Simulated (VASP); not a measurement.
# PbO (P4/nmm) in VASP: further runs

Runs on PbO. Level: PBE. Tasks: single point.

Program: VASP 6.6.1. These are calculated values, not measurements. Logs are shortened: lines on timing, memory, paths and dates and some standing lists are left out, and cuts for length are marked.

## (1) The cell of the first run

It takes space group P4/nmm (No. 129, tetragonal). Conventional cell: a = 3.875 Å, b = 3.875 Å, c = 4.896 Å, α = 90.00°, β = 90.00°, γ = 90.00°. Within 3.0 Å of Pb (site symmetry 4mm) lie 4 O at 2.25 Å. O (site symmetry -4m2) has 4 Pb at 2.25 Å and 4 O at 2.74 Å within 3.0 Å.

## (2) Single point, PBE (strain -0.025 along x and y, -0.025 along z)

The input, INCAR:

```
ALGO = Normal
EDIFF = 1E-7
ENCUT = 520
GGA = PE
ISIF = 2
ISMEAR = 0
LASPH = True
LCHARG = False
LREAL = False
LWAVE = False
NBANDS = 28
NELM = 80
PREC = Accurate
SIGMA = 0.05
```

The input, KPOINTS:

```
k-points
0
Gamma
  8 8 6
```

The input, POSCAR:

```
PbO
1.0
    3.8750400000      0.0000000000      0.0000000000
    0.0000000000      3.8750400000      0.0000000000
    0.0000000000      0.0000000000      4.8964500000
Pb O
2 2
Direct
    0.0000000000      0.5000000000      0.2351000000
    0.5000000000      0.0000000000      0.7649000000
    0.0000000000      0.0000000000      0.0000000000
    0.5000000000      0.5000000000      0.0000000000
```

Potentials or basis: VASP PAW PBE potentials, release 64 (Pb_d, O).

Started as:

```console
$ cat potpaw_PBE.64/Pb_d/POTCAR potpaw_PBE.64/O/POTCAR > POTCAR
$ mpirun -np 1 vasp_std > vasp.out
```

OUTCAR:

```text
EDIFF = 1E-7
   ENCUT = 520
   GGA = PE
   ISIF = 2
   ISMEAR = 0
   LASPH = True
   LREAL = False
   NELM = 80
   PREC = Accurate

 ion  position               nearest neighbor table
   1  0.000  0.500  0.235-   3 2.25   4 2.25   3 2.25   4 2.25   2 3.58   2 3.58   2 3.58   2 3.58
                             2 3.77   2 3.77   2 3.77   2 3.77
   2  0.500  0.000  0.765-   3 2.25   4 2.25   4 2.25   3 2.25   1 3.58   1 3.58   1 3.58   1 3.58
                             1 3.77   1 3.77   1 3.77   1 3.77
   3  0.000  0.000  0.000-   1 2.25   2 2.25   1 2.25   2 2.25
   4  0.500  0.500  0.000-   1 2.25   2 2.25   2 2.25   1 2.25

  LATTYP: Found a simple tetragonal cell.
 ALAT       =     3.8750400000
 C/A-ratio  =     1.2635869565

  Lattice vectors:

 A1 = (   3.8750400000,   0.0000000000,   0.0000000000)
 A2 = (   0.0000000000,   3.8750400000,   0.0000000000)
 A3 = (   0.0000000000,   0.0000000000,   4.8964500000)

Analysis of symmetry for initial positions (statically):
=====================================================================
 Subroutine PRICEL returns:
 Original cell was already a primitive cell.

 Routine SETGRP: Setting up the symmetry group for a
 simple tetragonal supercell.

 Subroutine GETGRP returns: Found 16 space group operations
 (whereof  8 operations were pure point group operations)
 out of a pool of 16 trial point group operations.

The static configuration has the point symmetry D_2d.
 The point group associated with its full space group is D_4h.

Analysis of symmetry for dynamics (positions and initial velocities):
=====================================================================
 Subroutine PRICEL returns:
 Original cell was already a primitive cell.

 Routine SETGRP: Setting up the symmetry group for a
 simple tetragonal supercell.

 Subroutine GETGRP returns: Found 16 space group operations
 (whereof  8 operations were pure point group operations)
 out of a pool of 16 trial point group operations.

The dynamic configuration has the point symmetry D_2d.
 The point group associated with its full space group is D_4h.

 Subroutine INISYM returns: Found 16 space group operations
 (whereof  8 operations are pure point group operations),
 and found     1 'primitive' translations

----------------------------------------------------------------------------------------

                                     Primitive cell

  volume of cell :      73.5248

  direct lattice vectors                    reciprocal lattice vectors
     3.875040000  0.000000000  0.000000000     0.258061852  0.000000000  0.000000000
     0.000000000  3.875040000  0.000000000     0.000000000  0.258061852  0.000000000
     0.000000000  0.000000000  4.896450000     0.000000000  0.000000000  0.204229595

  length of vectors
     3.875040000  3.875040000  4.896450000     0.258061852  0.258061852  0.204229595

  position of ions in fractional coordinates (direct lattice)
     0.000000000  0.500000000  0.235100000
     0.500000000  0.000000000  0.764900000
     0.000000000  0.000000000  0.000000000
     0.500000000  0.500000000  0.000000000

  ion indices of the primitive-cell ions
   primitive index   ion index
                 1           1
                 2           2
                 3           3
                 4           4

----------------------------------------------------------------------------------------

 KPOINTS: k-points

Automatic generation of k-mesh.
 Grid dimensions read from file:
 generate k-points for:    8    8    6

 Generating k-lattice:

  Cartesian coordinates                     Fractional coordinates (reciprocal lattice)
     0.032257732  0.000000000  0.000000000     0.125000000  0.000000000  0.000000000
     0.000000000  0.032257732  0.000000000     0.000000000  0.125000000  0.000000000
     0.000000000  0.000000000  0.034038266     0.000000000  0.000000000  0.166666667

  Length of vectors
     0.032257732  0.032257732  0.034038266

  Shift w.r.t. Gamma in fractional coordinates (k-lattice)
     0.000000000  0.000000000  0.000000000

 Subroutine IBZKPT returns following result:
 ===========================================

 Found     60 irreducible k-points:

 Following reciprocal coordinates:
            Coordinates               Weight
  0.000000  0.000000  0.000000      1.000000
  0.125000  0.000000  0.000000      4.000000
  0.250000  0.000000  0.000000      4.000000
  0.375000  0.000000  0.000000      4.000000
  0.500000  0.000000  0.000000      2.000000
  0.125000  0.125000  0.000000      4.000000
[... 16 lines left out ...]
  0.375000  0.125000  0.166667     16.000000
  0.500000  0.125000  0.166667      8.000000
 [... further k-points ...]
   k-points           NKPTS =     60   k-points in BZ     NKDIM =     60   number of bands    NBANDS=     28
   number of dos      NEDOS =    301   number of ions     NIONS =      4
   total plane-waves  NPLWV =  32400
   dimension x,y,z NGX =    30 NGY =   30 NGZ =   36
   dimension x,y,z NGXF=    60 NGYF=   60 NGZF=   72
   ions per type =               2   2
   NGX,Y,Z   is equivalent  to a cutoff of  12.87, 12.87, 12.22 a.u.
   NGXF,Y,Z  is equivalent  to a cutoff of  25.74, 25.74, 24.45 a.u.
 SYSTEM =  unknown system
   PREC   = accura    normal or accurate (medium, high low for compatibility)
   ISTART =      0    job   : 0-new  1-cont  2-samecut
   ICHARG =      2    charge: 1-file 2-atom 10-const
   ISPIN  =      1    spin polarized calculation?
   LNONCOLLINEAR =      F non collinear calculations
   LSORBIT =      F    spin-orbit coupling
   LASPH  =      T    aspherical Exc in radial PAW
   ENCUT  =  520.0 eV  38.22 Ry    6.18 a.u.   7.21  7.21  9.10*2*pi/ulx,y,z
   NELM   =     80;   NELMIN=  2; NELMDL= -5     # of ELM steps
   EDIFF  = 0.1E-06   stopping-criterion for ELM
   LREAL  =      F    real-space projection
   EDIFFG = 0.1E-05   stopping-criterion for IOM
   NSW    =      0    number of steps for IOM
   IBRION =     -1    ionic relax: 0-MD 1-quasi-New 2-CG
   NFREE  =      0    steps in history (QN), initial steepest desc. (CG)
   ISIF   =      2    stress and relaxation
   ISYM   =      2    0-nonsym 1-usesym 2-fastsym
   POTIM  = 0.5000    time-step for ionic-motion
   TEBEG  =    0.0;   TEEND  =   0.0 temperature during run
   PSTRESS=    0.0 pullay stress
   NELECT =      40.0000    total number of electrons
   NUPDOWN=      -1.0000    fix difference up-down
   EMIN   =  10.00;   EMAX   =-10.00  energy-range for DOS
   EFERMI =   0.00;   METHOD = LEGACY
   ISMEAR =     0;   SIGMA  =   0.05  broadening in eV -4-tet -1-fermi 0-gaus
   EFERMI_NEDOS =   21; number of points for ismear=-14 and -15
   IALGO  =     38    algorithm
   IMIX   =      4    mixing-type and parameters
     AMIX     =   0.40;   BMIX     =  1.00
     AMIX_MAG =   1.60;   BMIX_MAG =  1.00
  volume/ion in A,a.u.               =      18.38       124.04
  Fermi-wavevector in a.u.,A,eV,Ry     =   1.336442  2.525510 24.301072  1.786078
  Thomas-Fermi vector in A             =   2.465069
   LORBIT       =      0    0 simple, 1 ext, 2 COOP (PROOUT), +10 PAW based schemes
   GGA     = PE    functional components
   LHFCALC =     F    Hartree Fock is set to
   AEXX    =    0.0000 exact exchange contribution
   IVDW    =     0    specifies the selected vdW correction
   LEPSILON=     F    determine dielectric tensor
   LRPA    =     F    only Hartree local field effects (RPA)
 non-spin polarized calculation
 Gauss-broadening in eV      SIGMA  =   0.05
  energy-cutoff  :      520.00
  volume of cell :       73.52
 maximum number of plane-waves:      2010
 NGX is ok and might be reduce to    30
   NGX = 15   NGY = 15   NGZ = 19

 number of electron      39.9999998 magnetization

 Free energy of the ion-electron system (eV)
  ---------------------------------------------------
  ext. energy  EPLUGINS =         0.00000000
  ---------------------------------------------------
  free energy    TOTEN  =       -21.08292555 eV

  energy without entropy =      -21.08292555  energy(sigma->0) =      -21.08292555

 E-fermi :   6.4307     XC(G=0): -10.2290

 val. band max:        6.1839658971   @ k =   0.1250   0.0000   0.0000
 cond. band min:       7.2869157549   @ k =   0.5000   0.5000   0.0000
 fundamental gap:      1.1029498578
 Fermi energy:         6.4307222991

 k-point     1 :       0.0000    0.0000    0.0000
  band No.  band energies     occupation
      1     -13.1305      2.00000
      2     -12.3791      2.00000
      3     -10.0957      2.00000
      4     -10.0957      2.00000
      5     -10.0063      2.00000
      6      -9.9975      2.00000
[... 20 lines left out ...]
     27      13.7941      0.00000
     28      14.2541      0.00000

 k-point     2 :       0.1250    0.0000    0.0000
  band No.  band energies     occupation
      1     -13.0864      2.00000
      2     -12.3947      2.00000
      3     -10.0860      2.00000
      4     -10.0833      2.00000
      5      -9.9903      2.00000
      6      -9.9857      2.00000
[... 20 lines left out ...]
     27      14.0265      0.00000
     28      15.4141      0.00000

 k-point     3 :       0.2500    0.0000    0.0000
  band No.  band energies     occupation
      1     -12.9690      2.00000
      2     -12.4455      2.00000
      3     -10.0589      2.00000
      4     -10.0490      2.00000
      5      -9.9535      2.00000
      6      -9.9441      2.00000
[... 20 lines left out ...]
     27      14.3203      0.00000
     28      17.3734      0.00000

 k-point     4 :       0.3750    0.0000    0.0000
  band No.  band energies     occupation
      1     -12.8155      2.00000
      2     -12.5361      2.00000
      3     -10.0204      2.00000
      4     -10.0042      2.00000
      5      -9.9397      2.00000
      6      -9.9382      2.00000
[... 578 lines left out ...]
     27      15.3806      0.00000
     28      16.6972      0.00000

 k-point    23 :       0.3750    0.1250    0.1667
  band No.  band energies     occupation
      1     -12.7941      2.00000
      2     -12.5380      2.00000
      3     -10.0260      2.00000
      4      -9.9869      2.00000
      5      -9.9511      2.00000
      6      -9.9187      2.00000
[... 20 lines left out ...]
     27      15.6099      0.00000
     28      16.0714      0.00000

 k-point    24 :       0.5000    0.1250    0.1667
  band No.  band energies     occupation
      1     -12.6553      2.00000
      2     -12.6553      2.00000
      3      -9.9950      2.00000
      4      -9.9950      2.00000
      5      -9.9396      2.00000
      6      -9.9396      2.00000
[... 20 lines left out ...]
     27      15.8028      0.00000
     28      15.8028      0.00000

 [... further k-points ...]
[... 5 lines left out ...]
  --------------------------------------------------------------------------------------
  -------------------------------------------------------------------------------------
  Total        6.5444455      6.5444455      5.3551649      0.0000000      0.0000000      0.0000000
  in kB      142.6099193    142.6099193    116.6943218      0.0000000      0.0000000      0.0000000
  external PRESSURE =     133.9713868 kB  Pullay stress =       0.0000000 kB

 VOLUME and BASIS-vectors are now :
 -----------------------------------------------------------------------------
  energy-cutoff  :      520.00
  volume of cell :       73.52
      direct lattice vectors                 reciprocal lattice vectors
     3.875040000  0.000000000  0.000000000     0.258061852  0.000000000  0.000000000
     0.000000000  3.875040000  0.000000000     0.000000000  0.258061852  0.000000000
     0.000000000  0.000000000  4.896450000     0.000000000  0.000000000  0.204229595

 POSITION                                       TOTAL-FORCE (eV/Angst)
 -----------------------------------------------------------------------------------
      0.00000      1.93752      1.15116         0.000000      0.000000      1.692394
      1.93752      0.00000      3.74529         0.000000      0.000000     -1.692394
      0.00000      0.00000      0.00000         0.000000     -0.000000     -0.000000
      1.93752      1.93752      0.00000        -0.000000      0.000000     -0.000000
 -----------------------------------------------------------------------------------
    total drift:                                0.000000      0.000000     -0.000000

  FREE ENERGIE OF THE ION-ELECTRON SYSTEM (eV)
  ---------------------------------------------------
  free  energy   TOTEN  =       -21.0829255479 eV

  energy  without entropy=      -21.0829255479  energy(sigma->0) =      -21.08292555
```

Run time: 53 s. Hardware: 1 thread of Intel Xeon 6975P-C (Granite Rapids), shared host; peak memory 0.25 GiB.

What came out:

```yaml
Free_energy: -21.0829 eV
Pressure: 13.4 GPa
Largest_force: 1.692 eV/Å
Band_gap_on_the_k_mesh: 1.10 eV, indirect (least direct gap 2.41 eV)
```

Forces in eV/Å, atoms in the order of the input:
```
Pb   0.000  0.000  1.692
Pb   0.000  0.000 -1.692
O    0.000  0.000  0.000
O    0.000  0.000  0.000
```

Levels at points of the mesh, in eV from the valence-band top:
| k point | band 18 | band 19 | band 20 | band 21 | band 22 | band 23 |
| --- | --- | --- | --- | --- | --- | --- |
| (0.00, 0.00, 0.00) | -2.15 | -2.13 | -0.01 | 2.50 | 5.49 | 5.83 |
| (0.50, 0.00, 0.00) | -3.58 | -1.99 | -1.99 | 3.50 | 3.50 | 6.79 |
| (0.50, 0.50, 0.00) | -1.81 | -1.47 | -1.47 | 1.10 | 1.10 | 5.34 |
| (0.00, 0.00, 0.50) | -2.18 | -2.17 | -1.27 | 1.92 | 4.02 | 4.02 |
| (0.50, 0.00, 0.50) | -3.55 | -1.23 | -1.23 | 3.13 | 3.13 | 6.56 |
| (0.50, 0.50, 0.50) | -2.44 | -1.48 | -1.48 | 3.42 | 3.42 | 4.93 |

Caveat: the cell differs from its parent crystal (strain -0.025 along x and y, -0.025 along z); spin-orbit coupling is left out, which moves the levels of the heavy elements; forces of over 1 eV/Å act on the atoms, so gaps and moduli don't describe the material at rest. A k mesh can miss the band edges.

## (3) Single point, PBE (strain -0.050 along x and y, +0.050 along z)

The input, INCAR:

```
SYSTEM = PbO
  PREC = Accurate
  ENCUT = 520
  EDIFF = 1E-7
  ISMEAR = 0
  SIGMA = 0.05
  LREAL = .FALSE.
  LASPH = .TRUE.
  NELM = 100
  ALGO = Normal
  ISIF = 2
  LWAVE = .FALSE.
  LCHARG = .FALSE.
  GGA = PE
  NBANDS = 28
```

The input, KPOINTS:

```
Automatic mesh
0
G
  8 8 6
  0 0 0
```

The input, POSCAR:

```
PbO
1.0
    3.7756800000      0.0000000000      0.0000000000
    0.0000000000      3.7756800000      0.0000000000
    0.0000000000      0.0000000000      5.2731000000
Pb O
2 2
Direct
    0.0000000000      0.5000000000      0.2351000000
    0.5000000000      0.0000000000      0.7649000000
    0.0000000000      0.0000000000      0.0000000000
    0.5000000000      0.5000000000      0.0000000000
```

Potentials or basis: VASP PAW PBE potentials, release 64 (Pb_d, O).

Started as:

```console
$ cat potpaw_PBE.64/Pb_d/POTCAR potpaw_PBE.64/O/POTCAR > POTCAR
$ mpirun -np 1 vasp_std > vasp.out
```

Wall time 51 s (1 thread of Intel Xeon 6975P-C (Granite Rapids), shared host); peak memory 0.24 GiB.

It converged, with:

| Quantity | Value |
| --- | --- |
| Free energy | -21.0690 eV |
| Pressure | 11.7 GPa |
| Largest force | 0.860 eV/Å |
| Band gap on the k mesh | 0.92 eV, indirect (least direct gap 2.17 eV) |

Forces in eV/Å, atoms in the order of the input:
```
Pb   0.000  0.000  0.860
Pb   0.000  0.000 -0.860
O    0.000  0.000  0.000
O    0.000  0.000  0.000
```

Stress tensor (GPa, compression positive):
```
14.13  0.00  0.00
 0.00 14.13  0.00
 0.00  0.00  6.96
```

Levels at points of the mesh, in eV from the valence-band top:
```tsv
k point	band 18	band 19	band 20	band 21	band 22	band 23
(0.00, 0.00, 0.00)	-1.87	-1.87	0.00	2.47	5.14	5.83
(0.50, 0.00, 0.00)	-3.41	-2.27	-2.27	3.04	3.04	6.68
(0.50, 0.50, 0.00)	-2.19	-1.25	-1.25	0.92	0.92	4.85
(0.00, 0.00, 0.50)	-1.93	-1.90	-1.90	2.43	4.11	4.11
(0.50, 0.00, 0.50)	-3.39	-1.55	-1.55	2.63	2.63	6.72
(0.50, 0.50, 0.50)	-2.59	-1.25	-1.25	3.05	3.05	4.18
```

Caveat: the cell differs from its parent crystal (strain -0.050 along x and y, +0.050 along z); spin-orbit coupling is left out, which moves the levels of the heavy elements. A k mesh can miss the band edges.

## (4) Single point, PBE (strain +0.000 along x and y, -0.050 along z)

The input, INCAR:

```
PREC = Accurate
ENCUT = 520
EDIFF = 1E-6
ISMEAR = 0
SIGMA = 0.05
LREAL = F
LASPH = T
NELM = 60
ALGO = Normal
ISIF = 2
LWAVE = F
LCHARG = F
GGA = PE
NBANDS = 28
```

The input, KPOINTS:

```
Automatic mesh
0
Gamma
  8 8 6
```

The input, POSCAR:

```
PbO
1.0
    3.9744000000      0.0000000000      0.0000000000
    0.0000000000      3.9744000000      0.0000000000
    0.0000000000      0.0000000000      4.7709000000
Pb O
2 2
Direct
    0.0000000000      0.5000000000      0.2351000000
    0.5000000000      0.0000000000      0.7649000000
    0.0000000000      0.0000000000      0.0000000000
    0.5000000000      0.5000000000      0.0000000000
```

Started as:

```console
$ cat potpaw_PBE.64/Pb_d/POTCAR potpaw_PBE.64/O/POTCAR > POTCAR
$ mpirun -np 1 vasp_std > vasp.out
```

Wall time 46 s (1 thread of Intel Xeon 6975P-C (Granite Rapids), shared host); peak memory 0.24 GiB.

It converged, with:

| Quantity | Value |
| --- | --- |
| Free energy | -21.2372 eV |
| Pressure | 9.6 GPa |
| Largest force | 1.383 eV/Å |
| Band gap on the k mesh | 1.29 eV, indirect (least direct gap 2.27 eV) |

Forces in eV/Å, atoms in the order of the input:
```
Pb   0.000  0.000  1.383
Pb   0.000  0.000 -1.383
O    0.000  0.000  0.000
O    0.000  0.000  0.000
```

Stress tensor (GPa, compression positive):
```
9.65 0.00 0.00
0.00 9.65 0.00
0.00 0.00 9.49
```

Levels at points of the mesh, in eV from the valence-band top:
| k point | band 17 | band 18 | band 19 | band 20 | band 21 | band 22 | band 23 | band 24 |
| --- | --- | --- | --- | --- | --- | --- | --- | --- |
| (0.00, 0.00, 0.00) | -1.99 | -1.99 | -1.83 | -0.07 | 2.52 | 5.74 | 5.81 | 5.81 |
| (0.50, 0.00, 0.00) | -3.33 | -3.33 | -1.62 | -1.62 | 3.68 | 3.68 | 6.79 | 6.79 |
| (0.50, 0.50, 0.00) | -1.48 | -1.48 | -1.30 | -1.30 | 1.29 | 1.29 | 5.64 | 5.64 |
| (0.00, 0.00, 0.50) | -2.02 | -2.02 | -1.89 | -0.76 | 1.74 | 4.05 | 4.05 | 4.09 |
| (0.50, 0.00, 0.50) | -3.30 | -3.30 | -0.93 | -0.93 | 3.30 | 3.30 | 6.44 | 6.44 |
| (0.50, 0.50, 0.50) | -2.23 | -2.23 | -1.31 | -1.31 | 3.70 | 3.70 | 5.18 | 5.18 |

Caveat: the cell differs from its parent crystal (strain +0.000 along x and y, -0.050 along z); spin-orbit coupling is left out, which moves the levels of the heavy elements; forces of over 1 eV/Å act on the atoms, so gaps and moduli don't describe the material at rest. A k mesh can miss the band edges.

## (5) Summary

| cell | gap on the mesh (eV) | pressure (GPa) | largest force (eV/Å) |
| --- | --- | --- | --- |
| a = 3.875, b = 3.875, c = 4.896 Å, 4 atoms | 1.10 | 13.4 | 1.69 |
| a = 3.776, b = 3.776, c = 5.273 Å, 4 atoms | 0.92 | 11.7 | 0.86 |
| a = 3.974, b = 3.974, c = 4.771 Å, 4 atoms | 1.29 | 9.6 | 1.38 |

Alike in all rows: task single point; level PBE; potentials or basis VASP PAW PBE potentials, release 64 (Pb_d, O); no spin polarisation; k mesh 8 × 8 × 6; cutoff (eV) 520; smearing gaussian 0.05 eV.

Caveats: spin-orbit coupling is left out, which moves the levels of the heavy elements; forces of over 1 eV/Å act on the atoms, so gaps and moduli don't describe the material at rest (some runs).

Total energies depend on the potentials used, so only differences within one code and one set of settings carry meaning.
